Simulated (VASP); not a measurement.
# WS2 in VASP: single point with PBEsol

Aim: the single point of WS2 with PBEsol.

All numbers are computed with VASP 6.6.1; they aren't measurements. Logs are shortened: lines on timing, memory, paths and dates and some standing lists are left out, and cuts for length are marked.

### Step 1. The cell of the first run

The cell holds a slab with vacuum, 3 atoms: a = 3.119 Å, b = 3.179 Å, c = 17.095 Å, α = 89.59°, β = 89.59°, γ = 119.61°.

### Step 2. Single point, PBEsol (atoms moved at random and the cell strained at random)

Contents of INCAR:

```
SYSTEM = WS2
  PREC = Accurate
  ENCUT = 500
  EDIFF = 1E-6
  ISMEAR = 0
  SIGMA = 0.05
  LREAL = .FALSE.
  LASPH = .TRUE.
  NELM = 120
  ALGO = Normal
  ISIF = 2
  LWAVE = .FALSE.
  LCHARG = .FALSE.
  GGA = PS
  NBANDS = 20
  GGA_COMPAT = .FALSE.
```

Contents of KPOINTS:

```
Automatic mesh
0
G
  12 12 2
  0 0 0
```

Contents of POSCAR:

```
WS2
1.0
    3.1189060855     -0.0063349213      0.0112466488
   -1.5649392455      2.7667197696      0.0113334084
    0.0598825873      0.1042530975     17.0942637101
W S
1 2
Direct
    0.3263520746      0.6723508467      0.0003200335
    0.6481452796      0.3221407533      0.9075714733
    0.6921693125      0.3388417334      0.0921084932
```

Potentials or basis: VASP PAW PBE potentials, release 64 (W_sv, S).

Started as:

```console
$ cat potpaw_PBE.64/W_sv/POTCAR potpaw_PBE.64/S/POTCAR > POTCAR
$ mpirun -np 1 vasp_std > vasp.out
```

OUTCAR:

```text
SYSTEM = WS2
   PREC = Accurate
   ENCUT = 500
   EDIFF = 1E-6
   ISMEAR = 0
   LREAL = .FALSE.
   LASPH = .TRUE.
   NELM = 120
   ISIF = 2
   GGA = PS

 ion  position               nearest neighbor table
   1  0.326  0.672  0.000-   3 2.31   2 2.38   2 2.42   3 2.44   2 2.44   3 2.47
   2  0.648  0.322  0.908-   1 2.38   1 2.42   1 2.44
   3  0.692  0.339  0.092-   1 2.31   1 2.44   1 2.47

  LATTYP: Found a triclinic cell.
 ALAT       =     3.1678142795
 B/A-ratio  =     0.9845693343
 C/A-ratio  =     5.6916927609
 COS(alpha) =     0.0055038020
 COS(beta)  =     0.2802605349
 COS(gamma) =     0.4888002102

  Lattice vectors:

 A1 = (  -1.5539668400,  -2.7603848483,  -0.0225800572)
 A2 = (  -3.1189060855,   0.0063349213,  -0.0112466488)
 A3 = (  -0.0489101818,  -5.6313577154, -17.1281771757)

Analysis of symmetry for initial positions (statically):
=====================================================================
 Subroutine PRICEL returns:
 Original cell was already a primitive cell.

 Routine SETGRP: Setting up the symmetry group for a
 triclinic supercell.

 Subroutine GETGRP returns: Found  1 space group operations
 (whereof  1 operations were pure point group operations)
 out of a pool of  2 trial point group operations.

The static configuration has the point symmetry C_1 .

Analysis of symmetry for dynamics (positions and initial velocities):
=====================================================================
 Subroutine PRICEL returns:
 Original cell was already a primitive cell.

 Routine SETGRP: Setting up the symmetry group for a
 triclinic supercell.

 Subroutine GETGRP returns: Found  1 space group operations
 (whereof  1 operations were pure point group operations)
 out of a pool of  2 trial point group operations.

The dynamic configuration has the point symmetry C_1 .

 Subroutine INISYM returns: Found  1 space group operations
 (whereof  1 operations are pure point group operations),
 and found     1 'primitive' translations

----------------------------------------------------------------------------------------

                                     Primitive cell

  volume of cell :     147.3319

  direct lattice vectors                    reciprocal lattice vectors
     3.118906085 -0.006334921  0.011246649     0.321002093  0.181577503 -0.002231886
    -1.564939245  2.766719770  0.011333408     0.000742971  0.361868143 -0.002209535
     0.059882587  0.104253098 17.094263710    -0.000211686 -0.000359380  0.058502089

  length of vectors
     3.118932796  3.178663488 17.094686497     0.368805795  0.361875651  0.058503576

  position of ions in fractional coordinates (direct lattice)
     0.326352075  0.672350847  0.000320034
     0.648145280  0.322140753  0.907571473
     0.692169312  0.338841733  0.092108493

  ion indices of the primitive-cell ions
   primitive index   ion index
                 1           1
                 2           2
                 3           3

----------------------------------------------------------------------------------------

 KPOINTS: Automatic mesh

Automatic generation of k-mesh.
 Grid dimensions read from file:
 generate k-points for:   12   12    2

 Generating k-lattice:

  Cartesian coordinates                     Fractional coordinates (reciprocal lattice)
     0.026750174  0.015131459 -0.000185991     0.083333333 -0.000000000  0.000000000
     0.000061914  0.030155679 -0.000184128    -0.000000000  0.083333333  0.000000000
    -0.000105843 -0.000179690  0.029251045     0.000000000  0.000000000  0.500000000

  Length of vectors
     0.030733816  0.030156304  0.029251788

  Shift w.r.t. Gamma in fractional coordinates (k-lattice)
     0.000000000  0.000000000  0.000000000

 Subroutine IBZKPT returns following result:
 ===========================================

 Found    148 irreducible k-points:

 Following reciprocal coordinates:
            Coordinates               Weight
  0.000000  0.000000  0.000000      1.000000
  0.083333  0.000000  0.000000      2.000000
  0.166667  0.000000  0.000000      2.000000
  0.250000 -0.000000  0.000000      2.000000
  0.333333 -0.000000  0.000000      2.000000
  0.416667  0.000000  0.000000      2.000000
[... 16 lines left out ...]
  0.250000  0.166667  0.000000      2.000000
  0.333333  0.166667  0.000000      2.000000
 [... further k-points ...]
   k-points           NKPTS =    148   k-points in BZ     NKDIM =    148   number of bands    NBANDS=     20
   number of dos      NEDOS =    301   number of ions     NIONS =      3
   total plane-waves  NPLWV =  72576
   dimension x,y,z NGX =    24 NGY =   24 NGZ =  126
   dimension x,y,z NGXF=    48 NGYF=   48 NGZF=  252
   ions per type =               1   2
   NGX,Y,Z   is equivalent  to a cutoff of  12.79, 12.55, 12.25 a.u.
   NGXF,Y,Z  is equivalent  to a cutoff of  25.59, 25.10, 24.51 a.u.
 SYSTEM =  WS2
   PREC   = accura    normal or accurate (medium, high low for compatibility)
   ISTART =      0    job   : 0-new  1-cont  2-samecut
   ICHARG =      2    charge: 1-file 2-atom 10-const
   ISPIN  =      1    spin polarized calculation?
   LNONCOLLINEAR =      F non collinear calculations
   LSORBIT =      F    spin-orbit coupling
   LASPH  =      T    aspherical Exc in radial PAW
   ENCUT  =  500.0 eV  36.75 Ry    6.06 a.u.   5.69  5.80 31.17*2*pi/ulx,y,z
   NELM   =    120;   NELMIN=  2; NELMDL= -5     # of ELM steps
   EDIFF  = 0.1E-05   stopping-criterion for ELM
   LREAL  =      F    real-space projection
   EDIFFG = 0.1E-04   stopping-criterion for IOM
   NSW    =      0    number of steps for IOM
   IBRION =     -1    ionic relax: 0-MD 1-quasi-New 2-CG
   NFREE  =      0    steps in history (QN), initial steepest desc. (CG)
   ISIF   =      2    stress and relaxation
   ISYM   =      2    0-nonsym 1-usesym 2-fastsym
   POTIM  = 0.5000    time-step for ionic-motion
   TEBEG  =    0.0;   TEEND  =   0.0 temperature during run
   PSTRESS=    0.0 pullay stress
   NELECT =      26.0000    total number of electrons
   NUPDOWN=      -1.0000    fix difference up-down
   EMIN   =  10.00;   EMAX   =-10.00  energy-range for DOS
   EFERMI =   0.00;   METHOD = LEGACY
   ISMEAR =     0;   SIGMA  =   0.05  broadening in eV -4-tet -1-fermi 0-gaus
   EFERMI_NEDOS =   21; number of points for ismear=-14 and -15
   IALGO  =     38    algorithm
   IMIX   =      4    mixing-type and parameters
     AMIX     =   0.40;   BMIX     =  1.00
     AMIX_MAG =   1.60;   BMIX_MAG =  1.00
  volume/ion in A,a.u.               =      49.11       331.41
  Fermi-wavevector in a.u.,A,eV,Ry     =   0.918263  1.735265 11.472522  0.843207
  Thomas-Fermi vector in A             =   2.043325
   LORBIT       =      0    0 simple, 1 ext, 2 COOP (PROOUT), +10 PAW based schemes
   GGA     = PS    functional components
   LHFCALC =     F    Hartree Fock is set to
   AEXX    =    0.0000 exact exchange contribution
   IVDW    =     0    specifies the selected vdW correction
   LEPSILON=     F    determine dielectric tensor
   LRPA    =     F    only Hartree local field effects (RPA)
 non-spin polarized calculation
 Gauss-broadening in eV      SIGMA  =   0.05
  energy-cutoff  :      500.00
  volume of cell :      147.33
 maximum number of plane-waves:      3773
   NGX = 11   NGY = 11   NGZ = 63

 number of electron      26.0000001 magnetization

 Free energy of the ion-electron system (eV)
  ---------------------------------------------------
  ext. energy  EPLUGINS =         0.00000000
  ---------------------------------------------------
  free energy    TOTEN  =       -25.14087001 eV

  energy without entropy =      -25.14087001  energy(sigma->0) =      -25.14087001

 E-fermi :  -0.7778     XC(G=0):  -4.5644

 val. band max:       -1.1772238682   @ k =   0.3333   0.3333   0.5000
 cond. band min:       0.7239730796   @ k =  -0.3333   0.1667  -0.0000
 fundamental gap:      1.9011969478
 Fermi energy:        -0.7777688561

 k-point     1 :       0.0000    0.0000    0.0000
  band No.  band energies     occupation
      1     -75.1341      2.00000
      2     -39.4051      2.00000
      3     -39.2367      2.00000
      4     -39.1909      2.00000
      5     -16.0203      2.00000
      6     -14.3776      2.00000
[... 12 lines left out ...]
     19       4.3420      0.00000
     20       4.4905      0.00000

 k-point     2 :       0.0833    0.0000    0.0000
  band No.  band energies     occupation
      1     -75.1328      2.00000
      2     -39.4004      2.00000
      3     -39.2504      2.00000
      4     -39.2096      2.00000
      5     -15.8980      2.00000
      6     -14.3322      2.00000
[... 12 lines left out ...]
     19       4.4852      0.00000
     20       4.8831      0.00000

 k-point     3 :       0.1667    0.0000    0.0000
  band No.  band energies     occupation
      1     -75.1291      2.00000
      2     -39.3875      2.00000
      3     -39.3071      2.00000
      4     -39.2404      2.00000
      5     -15.5490      2.00000
      6     -14.2031      2.00000
[... 12 lines left out ...]
     19       4.8963      0.00000
     20       5.6741      0.00000

 k-point     4 :       0.2500   -0.0000    0.0000
  band No.  band energies     occupation
      1     -75.1240      2.00000
      2     -39.3997      2.00000
      3     -39.3689      2.00000
      4     -39.2671      2.00000
      5     -15.0278      2.00000
      6     -14.0131      2.00000
[... 429 lines left out ...]
 k-point    23 :       0.2500    0.1667    0.0000
  band No.  band energies     occupation
      1     -75.1179      2.00000
      2     -39.4963      2.00000
      3     -39.3471      2.00000
      4     -39.3170      2.00000
      5     -14.2311      2.00000
      6     -13.7450      2.00000
[... 12 lines left out ...]
     19       6.4518      0.00000
     20       6.6264      0.00000

 k-point    24 :       0.3333    0.1667    0.0000
  band No.  band energies     occupation
      1     -75.1145      2.00000
      2     -39.5379      2.00000
      3     -39.3520      2.00000
      4     -39.3351      2.00000
      5     -13.7735      2.00000
      6     -13.5703      2.00000
[... 12 lines left out ...]
     19       7.0441      0.00000
     20       7.3292      0.00000

 [... further k-points ...]

------------------------ aborting loop because EDIFF is reached ----------------------------------------

  FORCE on cell =-STRESS in cart. coord.  units (eV):
  Direction    XX          YY          ZZ          XY          YZ          ZX
  --------------------------------------------------------------------------------------
  -------------------------------------------------------------------------------------
  Total        0.2715519     -1.0778672     -0.4951498      0.5249992     -1.5082330     -2.1761111
  in kB        2.9530217    -11.7213868     -5.3845618      5.7091622    -16.4014466    -23.6643612
  external PRESSURE =      -4.7176423 kB  Pullay stress =       0.0000000 kB

 VOLUME and BASIS-vectors are now :
 -----------------------------------------------------------------------------
  energy-cutoff  :      500.00
  volume of cell :      147.33
      direct lattice vectors                 reciprocal lattice vectors
     3.118906085 -0.006334921  0.011246649     0.321002093  0.181577503 -0.002231886
    -1.564939245  2.766719770  0.011333408     0.000742971  0.361868143 -0.002209535
     0.059882587  0.104253098 17.094263710    -0.000211686 -0.000359380  0.058502089

 POSITION                                       TOTAL-FORCE (eV/Angst)
 -----------------------------------------------------------------------------------
     -0.03431      1.85817      0.01676         1.128399     -0.268758     -0.436628
      1.57172      0.98178     15.52521         0.129930      0.610354      0.358804
      1.63406      0.94270      1.58615        -1.258329     -0.341596      0.077823
 -----------------------------------------------------------------------------------
    total drift:                                0.000051     -0.000063      0.000055

  FREE ENERGIE OF THE ION-ELECTRON SYSTEM (eV)
  ---------------------------------------------------
  free  energy   TOTEN  =       -25.1408700054 eV

  energy  without entropy=      -25.1408700054  energy(sigma->0) =      -25.14087001
```

Run time: 8.5 min. Hardware: 1 thread of Oxide Virtual Turin-like, shared host; peak memory 0.48 GiB.

What came out:

```
Free energy            : -25.1409 eV
Largest force          : 1.306 eV/Å
Band gap on the k mesh : 1.90 eV (least direct gap 1.91 eV)
```

Forces on the atoms (eV/Å):
```
W    1.128 -0.269 -0.437
S    0.130  0.610  0.359
S   -1.258 -0.342  0.078
```

Caveat: the cell differs from its parent crystal (atoms moved at random and the cell strained at random); there is no dipole correction, which matters where the two faces differ; the PAW data sets were made with another functional, which shifts forces and pressure a little; spin-orbit coupling is left out, which moves the levels of the heavy elements.
